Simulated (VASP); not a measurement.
# As (P6/mmm) in VASP: notebook, part 2 of 2

VASP 6.6.1. The steps go on from the part before.

**5. Single point, r2SCAN**

The input, POSCAR:

```
As
1.0
    4.5664000000      0.0000000000      0.0000000000
   -2.2832000000      3.9546200000      0.0000000000
    0.0000000000      0.0000000000      2.8337400000
As
2
Direct
    0.3333300000      0.6666700000      0.0000000000
    0.6666700000      0.3333300000      0.0000000000
```

The input, INCAR.step1:

```
ALGO = Normal
EDIFF = 1E-4
ENCUT = 520
GGA = PE
ISMEAR = -1
LASPH = T
LCHARG = F
LREAL = F
LWAVE = T
NBANDS = 12
NELM = 100
PREC = Accurate
SIGMA = 0.05
```

The input, INCAR.step2:

```
ALGO = Normal
EDIFF = 1E-6
ENCUT = 520
ISIF = 2
ISMEAR = -1
ISTART = 1
LASPH = T
LCHARG = F
LMIXTAU = T
LREAL = F
LWAVE = F
METAGGA = R2SCAN
NBANDS = 12
NELM = 100
PREC = Accurate
SIGMA = 0.05
```

The input, KPOINTS:

```
k-points
0
Gamma
  4 4 5
```

Potentials or basis: VASP PAW PBE potentials, release 64 (As).

Command:

```bash
> cat potpaw_PBE.64/As/POTCAR > POTCAR
> cp INCAR.step1 INCAR
> mpirun -np 1 vasp_std > vasp.out
> cp INCAR.step2 INCAR
> mpirun -np 1 vasp_std > vasp.out
```

OUTCAR:

```text
EDIFF = 1E-6
   ENCUT = 520
   ISIF = 2
   ISMEAR = -1
   ISTART = 1
   LASPH = T
   LREAL = F
   METAGGA = R2SCAN
   NELM = 100
   PREC = Accurate

 ion  position               nearest neighbor table
   1  0.333  0.667  0.000-   2 2.64   2 2.64   2 2.64
   2  0.667  0.333  0.000-   1 2.64   1 2.64   1 2.64

  LATTYP: Found a hexagonal cell.
 ALAT       =     4.5664000000
 C/A-ratio  =     0.6205632446

  Lattice vectors:

[... 495 lines left out ...]

------------------------ aborting loop because EDIFF is reached ----------------------------------------

  FORCE on cell =-STRESS in cart. coord.  units (eV):
  Direction    XX          YY          ZZ          XY          YZ          ZX
  --------------------------------------------------------------------------------------
  -------------------------------------------------------------------------------------
  Total       -1.5824480     -1.5826973      0.9585098     -0.0002148      0.0000000      0.0000000
  in kB      -49.5451707    -49.5529755     30.0101675     -0.0067246      0.0000000      0.0000000
  external PRESSURE =     -23.0293262 kB  Pullay stress =       0.0000000 kB

 VOLUME and BASIS-vectors are now :
 -----------------------------------------------------------------------------
  energy-cutoff  :      520.00
  volume of cell :       51.17
      direct lattice vectors                 reciprocal lattice vectors
     4.566400000  0.000000000  0.000000000     0.218990890  0.126434398  0.000000000
    -2.283200000  3.954620000  0.000000000     0.000000000  0.252868796  0.000000000
     0.000000000  0.000000000  2.833740000     0.000000000  0.000000000  0.352890526

 POSITION                                       TOTAL-FORCE (eV/Angst)
 -----------------------------------------------------------------------------------
     -0.00002      2.63643      0.00000        -0.000094      0.000054      0.000000
      2.28322      1.31819      0.00000         0.000094     -0.000054      0.000000
 -----------------------------------------------------------------------------------
    total drift:                                0.000000      0.000000      0.000000

  FREE ENERGIE OF THE ION-ELECTRON SYSTEM (eV)
  ---------------------------------------------------
  free  energy   TOTEN  =       -28.6768202102 eV

  energy  without entropy=      -28.6627474742  energy(sigma->0) =      -28.66978384
```

OUTCAR.step1:

```text
EDIFF = 1E-4
   ENCUT = 520
   GGA = PE
   ISMEAR = -1
   LASPH = T
   LREAL = F
[... 531 lines left out ...]
 -----------------------------------------------------------------------------------
     -0.00002      2.63643      0.00000        -0.000050      0.000029      0.000000
      2.28322      1.31819      0.00000         0.000050     -0.000029      0.000000
 -----------------------------------------------------------------------------------
    total drift:                                0.000000      0.000000      0.000000

  FREE ENERGIE OF THE ION-ELECTRON SYSTEM (eV)
  ---------------------------------------------------
  free  energy   TOTEN  =        -8.7674365261 eV

  energy  without entropy=       -8.7520134899  energy(sigma->0) =       -8.75972501
```

OSZICAR.step1:

```text
N       E                     dE             d eps       ncg     rms          rms(c)
DAV:   1     0.306888278690E+02    0.30689E+02   -0.39985E+03   504   0.671E+02
DAV:   2    -0.689358666334E+01   -0.37582E+02   -0.35740E+02   684   0.106E+02
DAV:   3    -0.879775171252E+01   -0.19042E+01   -0.18864E+01   628   0.251E+01
DAV:   4    -0.881071860555E+01   -0.12967E-01   -0.12965E-01   572   0.240E+00
DAV:   5    -0.881078028949E+01   -0.61684E-04   -0.61683E-04   636   0.175E-01    0.290E+00
DAV:   6    -0.878100919749E+01    0.29771E-01   -0.12483E-02   556   0.584E-01    0.173E+00
DAV:   7    -0.876624582675E+01    0.14763E-01   -0.28777E-02   560   0.904E-01    0.115E-01
DAV:   8    -0.876752373425E+01   -0.12779E-02   -0.31540E-03   512   0.277E-01    0.839E-02
DAV:   9    -0.876743652610E+01    0.87208E-04   -0.83471E-05   484   0.533E-02
   1 F= -.87674365E+01 E0= -.87597250E+01  d E =-.154230E-01
```

Wall time 2.4 min (1 thread of AMD EPYC 7R13, shared host); peak memory 0.14 GiB.

What came out:

```yaml
Free_energy: -28.6768 eV
Pressure: -2.3 GPa
Band_gap_on_the_k_mesh: zero (band 5 reaches 6.16 eV, above the bottom of band 6 at 2.50 eV)
```

Levels at points of the mesh, in eV from the Fermi level:
```
           k point  band 3  band 4  band 5  band 6  band 7  band 8
(0.00, 0.00, 0.00)   -4.54   -4.54    0.02    0.02    3.34    4.77
(0.50, 0.00, 0.00)   -5.45   -3.32    2.39    3.66    4.43    5.69
(0.50, 0.50, 0.00)   -5.45   -3.32    2.39    3.66    4.43    5.69
```

Caveat: the k points lie up to 0.44 Å⁻¹ apart; the PAW data sets were made with another functional, which shifts forces and pressure a little.

**6. Single point, PBE**

This run uses another cell than the first one, of 24.56 Å³/atom, 0.960 times its volume.

The input, INCAR:

```
PREC = Accurate
ENCUT = 520
EDIFF = 1E-6
ISMEAR = -1
SIGMA = 0.05
LREAL = False
LASPH = True
NELM = 80
ALGO = Normal
ISIF = 2
LWAVE = False
LCHARG = False
GGA = PE
NBANDS = 12
```

The input, KPOINTS:

```
Automatic mesh
0
Gamma
  6 6 8
```

Changes to POSCAR since step 5:

```diff
@@ -4,3 +4,3 @@
    -2.2832000000      3.9546200000      0.0000000000
-    0.0000000000      0.0000000000      2.8337400000
+    0.0000000000      0.0000000000      2.7203904000
 As
```

Potentials or basis: VASP PAW PBE potentials, release 64 (As).

Command:

```bash
> cat potpaw_PBE.64/As/POTCAR > POTCAR
> mpirun -np 1 vasp_std > vasp.out
```

Wall time 74 s (1 thread of AMD EPYC 7R13, shared host); peak memory 0.15 GiB.

The run converged. Its results:

```
Free energy            : -8.9352 eV
Pressure               : 2.0 GPa
Band gap on the k mesh : zero (band 5 reaches 6.25 eV, above the bottom of band 6 at 2.12 eV)
```

Stress tensor (GPa, compression positive):
```
0.66 0.00 0.00
0.00 0.66 0.00
0.00 0.00 4.73
```

Levels at points of the mesh, in eV from the Fermi level:
```tsv
k point	band 2	band 3	band 4	band 5	band 6	band 7	band 8	band 9
(0.00, 0.00, 0.00)	-8.96	-4.45	-4.45	-0.14	-0.14	4.28	4.48	8.13
(0.50, 0.00, 0.00)	-11.78	-5.32	-3.38	2.05	3.31	5.29	5.47	6.47
(0.50, 0.50, 0.00)	-11.78	-5.32	-3.38	2.05	3.31	5.29	5.47	6.47
(0.00, 0.00, 0.50)	-6.50	-5.49	-2.11	-2.05	-2.05	2.61	2.61	5.57
(0.50, 0.00, 0.50)	-8.65	-5.36	-4.09	-2.84	-0.36	4.44	4.68	4.70
(0.50, 0.50, 0.50)	-8.65	-5.36	-4.08	-2.84	-0.36	4.44	4.68	4.70
```

**7. Summary**

```csv
level,potentials or basis,cell,k mesh,gap on the mesh (eV),pressure (GPa)
LDA,"VASP PAW LDA potentials, release 64 (As)","a = 4.566, b = 4.566, c = 2.834 Å, angles 90.0, 90.0, 120.0°, 2 atoms",4 × 4 × 5,none,-4.3
revPBE,"VASP PAW PBE potentials, release 64 (As)","a = 4.566, b = 4.566, c = 2.834 Å, angles 90.0, 90.0, 120.0°, 2 atoms",4 × 4 × 5,none,0.5
BLYP,"VASP PAW PBE potentials, release 64 (As)","a = 4.566, b = 4.566, c = 2.834 Å, angles 90.0, 90.0, 120.0°, 2 atoms",4 × 4 × 5,none,3.7
r2SCAN,"VASP PAW PBE potentials, release 64 (As)","a = 4.566, b = 4.566, c = 2.834 Å, angles 90.0, 90.0, 120.0°, 2 atoms",4 × 4 × 5,none,-2.3
PBE,"VASP PAW PBE potentials, release 64 (As)","a = 4.566, b = 4.566, c = 2.720 Å, angles 90.0, 90.0, 120.0°, 2 atoms",6 × 6 × 8,none,2.0
```

Alike in all rows: task single point; no spin polarisation; cutoff (eV) 520; smearing fermi-dirac 0.05 eV.

Caveats: some runs use coarse meshes; the PAW data sets were made with another functional, which shifts forces and pressure a little (some runs).

Total energies depend on the potentials used, so only differences within one code and one set of settings carry meaning.
